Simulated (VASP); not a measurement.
# ZrN (Fm-3m) in VASP: a series of runs

The runs below take ZrN through single point, with PBE.

Everything below comes from runs of VASP 6.6.1. Logs are shortened: lines on timing, memory, paths and dates and some standing lists are left out, and cuts for length are marked.

## (1) The cell of the first run

The structure is cubic, space group Fm-3m (No. 225). The conventional cell has a = 4.568 Å, b = 4.568 Å, c = 4.568 Å, α = 90.00°, β = 90.00°, γ = 90.00°. Within 3.0 Å of Zr (site symmetry m-3m) lie 6 N at 2.28 Å. N (site symmetry m-3m) has 6 Zr at 2.28 Å within 3.0 Å.

## (2) Single point, PBE

File INCAR:

```
  PREC = Accurate
  ENCUT = 600
  EDIFF = 1E-6
  ISMEAR = 0
  SIGMA = 0.1
  LREAL = F
  LASPH = T
  NELM = 120
  ALGO = Normal
  ISIF = 2
  LWAVE = F
  LCHARG = T
  GGA = PE
  LELF = T
  LVHAR = T
  NBANDS = 16
  GGA_COMPAT = F
```

File KPOINTS:

```
regular mesh
0
Gamma
  6 6 6
```

File POSCAR:

```
ZrN
1.0
    0.0000000000      2.2842299900      2.2842299900
    2.2842299900      0.0000000000      2.2842299900
    2.2842299900      2.2842299900      0.0000000000
Zr N
1 1
Direct
    0.0000000000      0.0000000000      0.0000000000
    0.5000000000      0.5000000000      0.5000000000
```

Potentials or basis: VASP PAW PBE potentials, release 64 (Zr_sv, N).

Command:

```bash
$ cat potpaw_PBE.64/Zr_sv/POTCAR potpaw_PBE.64/N/POTCAR > POTCAR
$ mpirun -np 1 vasp_std > vasp.out
```

OUTCAR:

```text
PREC = Accurate
   ENCUT = 600
   EDIFF = 1E-6
   ISMEAR = 0
   LREAL = F
   LASPH = T
   NELM = 120
   ISIF = 2
   GGA = PE

 ion  position               nearest neighbor table
   1  0.000  0.000  0.000-   2 2.28   2 2.28   2 2.28   2 2.28   2 2.28   2 2.28
   2  0.500  0.500  0.500-   1 2.28   1 2.28   1 2.28   1 2.28   1 2.28   1 2.28

  LATTYP: Found a face centered cubic cell.
 ALAT       =     4.5684599800

  Lattice vectors:

 A1 = (   0.0000000000,   2.2842299900,   2.2842299900)
 A2 = (   2.2842299900,   0.0000000000,   2.2842299900)
 A3 = (   2.2842299900,   2.2842299900,   0.0000000000)

Analysis of symmetry for initial positions (statically):
=====================================================================
 Subroutine PRICEL returns:
 Original cell was already a primitive cell.

 Routine SETGRP: Setting up the symmetry group for a
 face centered cubic supercell.

 Subroutine GETGRP returns: Found 48 space group operations
 (whereof 48 operations were pure point group operations)
 out of a pool of 48 trial point group operations.

The static configuration has the point symmetry O_h .

Analysis of symmetry for dynamics (positions and initial velocities):
=====================================================================
 Subroutine PRICEL returns:
 Original cell was already a primitive cell.

 Routine SETGRP: Setting up the symmetry group for a
 face centered cubic supercell.

 Subroutine GETGRP returns: Found 48 space group operations
 (whereof 48 operations were pure point group operations)
 out of a pool of 48 trial point group operations.

The dynamic configuration has the point symmetry O_h .

 Subroutine INISYM returns: Found 48 space group operations
 (whereof 48 operations are pure point group operations),
 and found     1 'primitive' translations

----------------------------------------------------------------------------------------

                                     Primitive cell

  volume of cell :      23.8369

  direct lattice vectors                    reciprocal lattice vectors
     0.000000000  2.284229990  2.284229990    -0.218892144  0.218892144  0.218892144
     2.284229990  0.000000000  2.284229990     0.218892144 -0.218892144  0.218892144
     2.284229990  2.284229990  0.000000000     0.218892144  0.218892144 -0.218892144

[... 70 lines left out ...]
   LSORBIT =      F    spin-orbit coupling
   LASPH  =      T    aspherical Exc in radial PAW
   ENCUT  =  600.0 eV  44.10 Ry    6.64 a.u.   6.45  6.45  6.45*2*pi/ulx,y,z
   NELM   =    120;   NELMIN=  2; NELMDL= -5     # of ELM steps
   EDIFF  = 0.1E-05   stopping-criterion for ELM
   LREAL  =      F    real-space projection
   EDIFFG = 0.1E-04   stopping-criterion for IOM
   NSW    =      0    number of steps for IOM
   IBRION =     -1    ionic relax: 0-MD 1-quasi-New 2-CG
   NFREE  =      0    steps in history (QN), initial steepest desc. (CG)
   ISIF   =      2    stress and relaxation
   ISYM   =      2    0-nonsym 1-usesym 2-fastsym
   POTIM  = 0.5000    time-step for ionic-motion
   TEBEG  =    0.0;   TEEND  =   0.0 temperature during run
   PSTRESS=    0.0 pullay stress
   NELECT =      17.0000    total number of electrons
   NUPDOWN=      -1.0000    fix difference up-down
   EMIN   =  10.00;   EMAX   =-10.00  energy-range for DOS
   EFERMI =   0.00;   METHOD = LEGACY
   ISMEAR =     0;   SIGMA  =   0.10  broadening in eV -4-tet -1-fermi 0-gaus
   EFERMI_NEDOS =   21; number of points for ismear=-14 and -15
   IALGO  =     38    algorithm
   IMIX   =      4    mixing-type and parameters
     AMIX     =   0.40;   BMIX     =  1.00
     AMIX_MAG =   1.60;   BMIX_MAG =  1.00
  volume/ion in A,a.u.               =      11.92        80.43
  Fermi-wavevector in a.u.,A,eV,Ry     =   1.462653  2.764013 29.107676  2.139354
  Thomas-Fermi vector in A             =   2.578841
   LORBIT       =      0    0 simple, 1 ext, 2 COOP (PROOUT), +10 PAW based schemes
   GGA     = PE    functional components
   LHFCALC =     F    Hartree Fock is set to
   AEXX    =    0.0000 exact exchange contribution
   IVDW    =     0    specifies the selected vdW correction
   LEPSILON=     F    determine dielectric tensor
   LRPA    =     F    only Hartree local field effects (RPA)
 non-spin polarized calculation
 Gauss-broadening in eV      SIGMA  =   0.10
  energy-cutoff  :      600.00
  volume of cell :       23.84
 maximum number of plane-waves:       821
 NGX is ok and might be reduce to    28
   NGX = 13   NGY = 13   NGZ = 13

 number of electron      17.0000000 magnetization

 Free energy of the ion-electron system (eV)
  ---------------------------------------------------
  ext. energy  EPLUGINS =         0.00000000
  ---------------------------------------------------
  free energy    TOTEN  =       -20.39821781 eV

  energy without entropy =      -20.39591417  energy(sigma->0) =      -20.39706599

 E-fermi :  12.2909     XC(G=0): -12.5613

 val. band max:       12.2518460749   @ k =   0.1667   0.0000   0.0000
 cond. band min:      12.4359589629   @ k =   0.1667   0.0000   0.0000
 fundamental gap:      0.1841128880
 Fermi energy:        12.2909233842

 k-point     1 :       0.0000    0.0000    0.0000
  band No.  band energies     occupation
      1     -37.4734      2.00000
      2     -15.0816      2.00000
      3     -15.0816      2.00000
      4     -15.0816      2.00000
      5      -4.1971      2.00000
      6       9.4540      2.00000
[... 281 lines left out ...]
      3     -15.6025      2.00000
      4     -15.5010      2.00000
      5      -3.2239      2.00000
      6       7.1476      2.00000
[... 8 lines left out ...]
     15      23.0410      0.00000
     16      25.7506      0.00000

------------------------ aborting loop because EDIFF is reached ----------------------------------------

  FORCE on cell =-STRESS in cart. coord.  units (eV):
  Direction    XX          YY          ZZ          XY          YZ          ZX
  --------------------------------------------------------------------------------------
  -------------------------------------------------------------------------------------
  Total        0.6550288      0.6550288      0.6550288     -0.0000000      0.0000000     -0.0000000
  in kB       44.0272446     44.0272446     44.0272446     -0.0000000      0.0000000     -0.0000000
  external PRESSURE =      44.0272446 kB  Pullay stress =       0.0000000 kB

 VOLUME and BASIS-vectors are now :
 -----------------------------------------------------------------------------
  energy-cutoff  :      600.00
  volume of cell :       23.84
      direct lattice vectors                 reciprocal lattice vectors
     0.000000000  2.284229990  2.284229990    -0.218892144  0.218892144  0.218892144
     2.284229990  0.000000000  2.284229990     0.218892144 -0.218892144  0.218892144
     2.284229990  2.284229990  0.000000000     0.218892144  0.218892144 -0.218892144

 POSITION                                       TOTAL-FORCE (eV/Angst)
 -----------------------------------------------------------------------------------
      0.00000      0.00000      0.00000         0.000000      0.000000      0.000000
      2.28423      2.28423      2.28423        -0.000000     -0.000000     -0.000000
 -----------------------------------------------------------------------------------
    total drift:                                0.000000      0.000000      0.000000

  FREE ENERGIE OF THE ION-ELECTRON SYSTEM (eV)
  ---------------------------------------------------
  free  energy   TOTEN  =       -20.3982178119 eV

  energy  without entropy=      -20.3959141718  energy(sigma->0) =      -20.39706599
```

OSZICAR:

```text
N       E                     dE             d eps       ncg     rms          rms(c)
DAV:   1     0.137294514678E+03    0.13729E+03   -0.97864E+03   512   0.117E+03
DAV:   2    -0.180127607049E+02   -0.15531E+03   -0.14621E+03   680   0.331E+02
DAV:   3    -0.237194439844E+02   -0.57067E+01   -0.56540E+01   744   0.631E+01
DAV:   4    -0.238711600613E+02   -0.15172E+00   -0.15171E+00   648   0.740E+00
DAV:   5    -0.238717406477E+02   -0.58059E-03   -0.58058E-03   728   0.499E-01    0.223E+01
DAV:   6    -0.205403809369E+02    0.33314E+01   -0.70535E+00   592   0.261E+01    0.840E+00
DAV:   7    -0.204253771006E+02    0.11500E+00   -0.49466E-01   632   0.657E+00    0.685E+00
DAV:   8    -0.204146072743E+02    0.10770E-01   -0.24441E-01   592   0.440E+00    0.398E+00
DAV:   9    -0.203981407673E+02    0.16467E-01   -0.51231E-02   560   0.206E+00    0.849E-01
DAV:  10    -0.203982204627E+02   -0.79695E-04   -0.14673E-03   696   0.409E-01    0.402E-02
DAV:  11    -0.203982230018E+02   -0.25391E-05   -0.56654E-05   648   0.616E-02    0.712E-02
DAV:  12    -0.203982181682E+02    0.48337E-05   -0.99743E-06   616   0.228E-02    0.504E-03
DAV:  13    -0.203982178119E+02    0.35625E-06   -0.28257E-07   320   0.543E-03
   1 F= -.20398218E+02 E0= -.20397066E+02  d E =-.230364E-02
```

It took 12 s on 1 thread of AMD EPYC 9R45 (Zen 5), shared host; peak memory 0.12 GiB.

What came out:

- Free energy: -20.3982 eV
- Pressure: 4.4 GPa

Levels at points of the mesh, in eV from the Fermi level:
| k point | band 5 | band 6 | band 7 | band 8 | band 9 | band 10 | band 11 | band 12 | band 13 | band 14 |
| --- | --- | --- | --- | --- | --- | --- | --- | --- | --- | --- |
| (0.00, 0.00, 0.00) | -16.49 | -2.84 | -2.84 | -2.84 | -0.59 | -0.59 | -0.59 | 1.42 | 1.42 | 2.80 |
| (0.50, 0.00, 0.00) | -14.24 | -7.89 | -5.91 | -5.91 | 2.89 | 2.94 | 2.94 | 4.62 | 7.65 | 7.65 |
| (0.50, 0.50, 0.00) | -15.97 | -4.73 | -3.71 | -3.33 | -3.33 | 3.23 | 4.41 | 4.41 | 4.88 | 8.96 |

Caveat: the k points lie up to 0.40 Å⁻¹ apart.

(Continued in part 2 of 2.)
